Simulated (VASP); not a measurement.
# LiTmH4 (Cmmm) in VASP: notebook

Runs on LiTmH4. Level: PBE. Tasks: relaxation of cell and atoms, single point.

All numbers are computed with VASP 6.6.1; they aren't measurements. Logs are shortened: lines on timing, memory, paths and dates and some standing lists are left out, and cuts for length are marked.

## 1. The cell of the first run

The structure is orthorhombic, space group Cmmm (No. 65). Conventional cell: a = 6.299 Å, b = 6.449 Å, c = 3.867 Å, α = 90.00°, β = 90.00°, γ = 90.00°. Li (site symmetry mmm) has 8 H at 2.17 to 2.51 Å within 2.9 Å. Tm (site symmetry mmm) has 2 H at 1.55 Å within 2.1 Å. H (site symmetry m2m) has 3 H at 1.88 to 1.99 Å and 2 Li at 2.17 Å and 1 Tm at 2.23 Å within 2.5 Å. Within 2.1 Å of H (site symmetry 2mm) lie 1 Tm at 1.55 Å and 2 H at 1.88 Å.

The cell was generated, and may not be a known phase.

## 2. Relaxation of cell and atoms, PBE

Contents of INCAR:

```
PREC = Accurate ; ENCUT = 750
EDIFF = 1E-7 ; ISMEAR = 0
SIGMA = 0.15 ; LREAL = False
LASPH = True ; NELM = 200
ALGO = Normal ; ISIF = 3
LWAVE = False ; LCHARG = False
GGA = PE ; IBRION = 2
NSW = 36 ; EDIFFG = -0.08
GGA_COMPAT = False ; NELMIN = 4
LMAXMIX = 6
```

Contents of KPOINTS:

```
Automatic mesh
0
Gamma
  3 3 3
```

Contents of POSCAR:

```
LiTmH4
1.0
    3.1496734000     -3.2244418300      0.0000000000
    3.1496734000      3.2244418300      0.0000000000
    0.0000000000      0.0000000000      3.8665492500
Li Tm H
1 1 4
Direct
    0.0000000000      0.0000000000      0.5000000000
    0.5000000000      0.5000000000      0.0000000000
    0.8458332400      0.1541667600      0.0000000000
    0.1541667600      0.8458332400      0.0000000000
    0.7467069700      0.7467069700      0.0000000000
    0.2532930300      0.2532930300      0.0000000000
```

Potentials or basis: VASP PAW PBE potentials, release 64 (Li_sv, Tm_3, H), 4f in core.

Started as:

```sh
$ cat potpaw_PBE.64/Li_sv/POTCAR potpaw_PBE.64/Tm_3/POTCAR potpaw_PBE.64/H/POTCAR > POTCAR
$ mpirun -np 1 vasp_std > vasp.out
```

OUTCAR:

```text
PREC = Accurate
   ENCUT = 750
   EDIFF = 1E-7
   ISMEAR = 0
   LREAL = False
   LASPH = True
   NELM = 200
   ISIF = 3
   GGA = PE
   IBRION = 2
   NSW = 36
   EDIFFG = -0.08
   NELMIN = 4

 ion  position               nearest neighbor table
   1  0.000  0.000  0.500-
   2  0.500  0.500  0.000-   5 1.55   6 1.55   3 2.23   4 2.23
   3  0.846  0.154  0.000-   2 2.23
   4  0.154  0.846  0.000-   2 2.23
   5  0.747  0.747  0.000-   2 1.55
   6  0.253  0.253  0.000-   2 1.55

  LATTYP: Found a base centered orthorhombic cell.
 ALAT       =     6.2993468000
 B/A-ratio  =     1.0237384708
 C/A-ratio  =     0.6138016167

  Lattice vectors:

 A1 = (   3.1496734000,  -3.2244418300,   0.0000000000)
 A2 = (   3.1496734000,   3.2244418300,   0.0000000000)
 A3 = (   0.0000000000,   0.0000000000,   3.8665492500)

Analysis of symmetry for initial positions (statically):
=====================================================================
 Subroutine PRICEL returns:
 Original cell was already a primitive cell.

 Routine SETGRP: Setting up the symmetry group for a
 base centered orthorhombic supercell.

 Subroutine GETGRP returns: Found  8 space group operations
 (whereof  8 operations were pure point group operations)
 out of a pool of  8 trial point group operations.

The static configuration has the point symmetry D_2h.

Analysis of symmetry for dynamics (positions and initial velocities):
=====================================================================
 Subroutine PRICEL returns:
 Original cell was already a primitive cell.

 Routine SETGRP: Setting up the symmetry group for a
 base centered orthorhombic supercell.

 Subroutine GETGRP returns: Found  8 space group operations
 (whereof  8 operations were pure point group operations)
 out of a pool of  8 trial point group operations.

The dynamic configuration has the point symmetry D_2h.

 Subroutine INISYM returns: Found  8 space group operations
 (whereof  8 operations are pure point group operations),
 and found     1 'primitive' translations

----------------------------------------------------------------------------------------

                                     Primitive cell

  volume of cell :      78.5369

  direct lattice vectors                    reciprocal lattice vectors
     3.149673400 -3.224441830  0.000000000     0.158746618 -0.155065598  0.000000000
     3.149673400  3.224441830  0.000000000     0.158746618  0.155065598  0.000000000
     0.000000000  0.000000000  3.866549250     0.000000000  0.000000000  0.258628543

  length of vectors
     4.507490171  4.507490171  3.866549250     0.221914011  0.221914011  0.258628543

  position of ions in fractional coordinates (direct lattice)
     0.000000000  0.000000000  0.500000000
     0.500000000  0.500000000  0.000000000
     0.845833240  0.154166760  0.000000000
     0.154166760  0.845833240  0.000000000
     0.746706970  0.746706970  0.000000000
     0.253293030  0.253293030  0.000000000

  ion indices of the primitive-cell ions
   primitive index   ion index
                 1           1
                 2           2
                 3           3
                 4           4
                 5           5
                 6           6

----------------------------------------------------------------------------------------

 KPOINTS: Automatic mesh

Automatic generation of k-mesh.
 Grid dimensions read from file:
 generate k-points for:    3    3    3

 Generating k-lattice:

  Cartesian coordinates                     Fractional coordinates (reciprocal lattice)
     0.052915539 -0.051688533  0.000000000     0.333333333 -0.000000000  0.000000000
     0.052915539  0.051688533  0.000000000    -0.000000000  0.333333333  0.000000000
     0.000000000  0.000000000  0.086209514     0.000000000  0.000000000  0.333333333

  Length of vectors
     0.073971337  0.073971337  0.086209514

  Shift w.r.t. Gamma in fractional coordinates (k-lattice)
     0.000000000  0.000000000  0.000000000

 Subroutine IBZKPT returns following result:
 ===========================================

 Found      8 irreducible k-points:

 Following reciprocal coordinates:
            Coordinates               Weight
  0.000000  0.000000  0.000000      1.000000
  0.333333 -0.000000  0.000000      4.000000
  0.333333  0.333333  0.000000      2.000000
 -0.333333  0.333333  0.000000      2.000000
  0.000000  0.000000  0.333333      2.000000
  0.333333 -0.000000  0.333333      8.000000
  0.333333  0.333333  0.333333      4.000000
 -0.333333  0.333333  0.333333      4.000000
   k-points           NKPTS =      8   k-points in BZ     NKDIM =      8   number of bands    NBANDS=     12
   number of dos      NEDOS =    301   number of ions     NIONS =      6
   total plane-waves  NPLWV =  57600
   dimension x,y,z NGX =    40 NGY =   40 NGZ =   36
   dimension x,y,z NGXF=    80 NGYF=   80 NGZF=   72
   ions per type =               1   1   4
   NGX,Y,Z   is equivalent  to a cutoff of  14.75, 14.75, 15.48 a.u.
   NGXF,Y,Z  is equivalent  to a cutoff of  29.51, 29.51, 30.96 a.u.
 SYSTEM =  unknown system
   PREC   = accura    normal or accurate (medium, high low for compatibility)
   ISTART =      0    job   : 0-new  1-cont  2-samecut
   ICHARG =      2    charge: 1-file 2-atom 10-const
   ISPIN  =      1    spin polarized calculation?
   LNONCOLLINEAR =      F non collinear calculations
   LSORBIT =      F    spin-orbit coupling
   LASPH  =      T    aspherical Exc in radial PAW
   ENCUT  =  750.0 eV  55.12 Ry    7.42 a.u.  10.07 10.07  8.63*2*pi/ulx,y,z
   NELM   =    200;   NELMIN=  4; NELMDL= -5     # of ELM steps
   EDIFF  = 0.1E-06   stopping-criterion for ELM
   LREAL  =      F    real-space projection
   EDIFFG = -.8E-01   stopping-criterion for IOM
   NSW    =     36    number of steps for IOM
   IBRION =      2    ionic relax: 0-MD 1-quasi-New 2-CG
   NFREE  =      1    steps in history (QN), initial steepest desc. (CG)
   ISIF   =      3    stress and relaxation
   ISYM   =      2    0-nonsym 1-usesym 2-fastsym
   POTIM  = 0.5000    time-step for ionic-motion
   TEBEG  =    0.0;   TEEND  =   0.0 temperature during run
   PSTRESS=    0.0 pullay stress
   NELECT =      16.0000    total number of electrons
   NUPDOWN=      -1.0000    fix difference up-down
   EMIN   =  10.00;   EMAX   =-10.00  energy-range for DOS
   EFERMI =   0.00;   METHOD = LEGACY
   ISMEAR =     0;   SIGMA  =   0.15  broadening in eV -4-tet -1-fermi 0-gaus
   EFERMI_NEDOS =   21; number of points for ismear=-14 and -15
   IALGO  =     38    algorithm
   IMIX   =      4    mixing-type and parameters
     AMIX     =   0.40;   BMIX     =  1.00
     AMIX_MAG =   1.60;   BMIX_MAG =  1.00
  volume/ion in A,a.u.               =      13.09        88.33
  Fermi-wavevector in a.u.,A,eV,Ry     =   0.963290  1.820354 12.625216  0.927927
  Thomas-Fermi vector in A             =   2.092822
   LORBIT       =      0    0 simple, 1 ext, 2 COOP (PROOUT), +10 PAW based schemes
   GGA     = PE    functional components
   LHFCALC =     F    Hartree Fock is set to
   AEXX    =    0.0000 exact exchange contribution
   IVDW    =     0    specifies the selected vdW correction
   LEPSILON=     F    determine dielectric tensor
   LRPA    =     F    only Hartree local field effects (RPA)
 conjugate gradient relaxation of ions
 non-spin polarized calculation
 Gauss-broadening in eV      SIGMA  =   0.15
  energy-cutoff  :      750.00
  volume of cell :       78.54
 maximum number of plane-waves:      3706
   NGX = 21   NGY = 21   NGZ = 17

--------------------------------------- Ionic step        1  -------------------------------------------

 number of electron      16.0000002 magnetization

 Free energy of the ion-electron system (eV)
  ---------------------------------------------------
  ext. energy  EPLUGINS =         0.00000000
  ---------------------------------------------------
  free energy    TOTEN  =       -14.77500002 eV

  energy without entropy =      -14.73849044  energy(sigma->0) =      -14.75674523

------------------------ aborting loop because EDIFF is reached ----------------------------------------

  FORCE on cell =-STRESS in cart. coord.  units (eV):
  Direction    XX          YY          ZZ          XY          YZ          ZX
  --------------------------------------------------------------------------------------
  -------------------------------------------------------------------------------------
  Total       17.1359640     -1.0847079     -3.1530347      0.0000000      0.0000000      0.0000000
  in kB      349.5791425    -22.1283884    -64.3229153      0.0000000      0.0000000      0.0000000
  external PRESSURE =      87.7092796 kB  Pullay stress =       0.0000000 kB
[... 101 lines left out ...]
  FREE ENERGIE OF THE ION-ELECTRON SYSTEM (eV)
  ---------------------------------------------------
  free  energy   TOTEN  =       -17.5331357870 eV

  energy  without entropy=      -17.5002250132  energy(sigma->0) =      -17.51668040

[... ionic steps 4 to 11 ...]

--------------------------------------- Ionic step       12  -------------------------------------------

 number of electron      16.0000001 magnetization

 E-fermi :   0.4910     XC(G=0):  -8.3813

 val. band max:        0.4188897826   @ k =   0.3333  -0.0000   0.0000
 cond. band min:       1.0169570360   @ k =   0.3333  -0.0000   0.3333
 fundamental gap:      0.5980672535
 Fermi energy:         0.4909755799

 k-point     1 :       0.0000    0.0000    0.0000
  band No.  band energies     occupation
      1     -44.6103      2.00000
      2     -24.7139      2.00000
      3     -24.7082      2.00000
      4     -24.2278      2.00000
      5      -6.1546      2.00000
      6      -1.9571      2.00000
      7      -1.9433      2.00000
      8      -0.8958      2.00000
      9      -0.7589      2.00000
     10       1.2566      0.00000
     11       4.5713      0.00000
     12       6.7322      0.00000
[... 180 lines left out ...]
  energy  without entropy=      -18.4373395372  energy(sigma->0) =      -18.44322661

--------------------------------------- Ionic step       14  -------------------------------------------

 number of electron      16.0000007 magnetization

 Free energy of the ion-electron system (eV)
  ---------------------------------------------------
  ext. energy  EPLUGINS =         0.00000000
  ---------------------------------------------------
  free energy    TOTEN  =       -18.48150108 eV

  energy without entropy =      -18.47012446  energy(sigma->0) =      -18.47581277

 E-fermi :  -0.1483     XC(G=0):  -8.1373

 val. band max:       -0.2279665842   @ k =   0.3333  -0.0000   0.0000
 cond. band min:       0.4462213016   @ k =   0.3333  -0.0000   0.3333
 fundamental gap:      0.6741878859
 Fermi energy:        -0.1482866627

 k-point     1 :       0.0000    0.0000    0.0000
  band No.  band energies     occupation
      1     -45.1031      2.00000
      2     -25.0307      2.00000
      3     -25.0243      2.00000
      4     -24.6417      2.00000
      5      -6.0899      2.00000
      6      -2.1767      2.00000
      7      -2.1365      2.00000
      8      -1.4787      2.00000
      9      -0.9858      2.00000
     10       1.1032      0.00000
     11       4.4112      0.00000
     12       6.1970      0.00000
[... 136 lines left out ...]
  FREE ENERGIE OF THE ION-ELECTRON SYSTEM (eV)
  ---------------------------------------------------
  free  energy   TOTEN  =       -18.4815010756 eV

  energy  without entropy=      -18.4701244586  energy(sigma->0) =      -18.47581277

 reached required accuracy - stopping structural energy minimisation
```

It took 1.7 min on 1 thread of Intel Xeon 6975P-C (Granite Rapids), shared host; peak memory 0.25 GiB.

What came out:

- Free energy: -18.4815 eV
- Relaxed volume: 12.54 Å³/atom
- Relaxed cell: a = 5.035 Å, b = 5.035 Å, c = 2.969 Å, α = 90.00°, β = 90.00°, γ = 91.36°
- Space group after relaxing (to 0.1 Å): Cmmm (No. 65)
- Energy gained by relaxing: 617.8 meV/atom
- Ionic steps: 14
- Pressure after relaxing: 0.5 GPa
- Largest force after relaxing: 0.062 eV/Å
- Band gap on the k mesh: zero (bands 8 and 9 overlap by 1.43 eV)

Forces on the atoms (eV/Å):
```
Li   0.000  0.000  0.000
Tm   0.000  0.000  0.000
H    0.000  0.059  0.000
H    0.000 -0.059  0.000
H   -0.062  0.000  0.000
H    0.062  0.000  0.000
```

The path:
| step | energy change (eV) | largest force (eV/Å) | pressure (GPa) | volume (Å³) |
| --- | --- | --- | --- | --- |
| 1 | 0.0000 | 6.7738 | 8.77 | 78.54 |
| 2 | -2.7575 | 0.7175 | -2.96 | 86.33 |
| 3 | -2.7581 | 0.7133 | -3.04 | 86.43 |
| 4 | -2.9068 | 0.5164 | -2.29 | 83.24 |
| 5 | -3.1563 | 0.1058 | 0.20 | 75.79 |
| 6 | -3.1066 | 0.9544 | 9.30 | 61.67 |
| 7 | -3.2443 | 0.2231 | 2.30 | 70.85 |
| 8 | -3.3986 | 0.4378 | 2.69 | 70.17 |
| 9 | -3.4769 | 0.5226 | 3.19 | 67.38 |
| 10 | -3.5494 | 0.4968 | 2.69 | 68.74 |
| 11 | -3.5504 | 0.4988 | 2.72 | 68.54 |
| 12 | -3.6185 | 0.3721 | 1.73 | 70.59 |
| 13 | -3.6741 | 0.2957 | 0.28 | 74.47 |
| 14 | -3.7065 | 0.0617 | 0.54 | 75.24 |

Final structure:
```
CELL_PARAMETERS angstrom
3.51755 -3.60213 0.00000
3.51755 3.60213 0.00000
0.00000 0.00000 2.96914
ATOMIC_POSITIONS crystal
Li 0.00000 0.00000 0.50000
Tm 0.50000 0.50000 0.00000
H 0.79084 0.20916 0.00000
H 0.20916 0.79084 0.00000
H 0.79678 0.79678 0.00000
H 0.20322 0.20322 0.00000
```

Levels at points of the mesh, in eV from the Fermi level:
| k point | band 5 | band 6 | band 7 | band 8 | band 9 | band 10 | band 11 | band 12 |
| --- | --- | --- | --- | --- | --- | --- | --- | --- |
| (0.00, 0.00, 0.00) | -5.94 | -2.03 | -1.99 | -1.33 | -0.84 | 1.25 | 4.56 | 6.35 |

Caveat: the k points lie up to 0.71 Å⁻¹ apart in the final cell, too coarse for converged energies and pressures of a metal; a cell axis changed by over 15 % at a fixed basis, so the end point is rough; spin-orbit coupling is left out, which moves the levels of the heavy elements; the 4f electrons are frozen in the core, so they carry no moment and show no levels; the relaxation stopped at a loose force limit of 0.08 eV/Å, so its end isn't a converged minimum. Spin polarisation is off, so any magnetic state and its effect on volume and gap are missing.

(Continued in part 2 of 3.)

The gap in the log of VASP goes by the Fermi energy; the results here count the filled bands.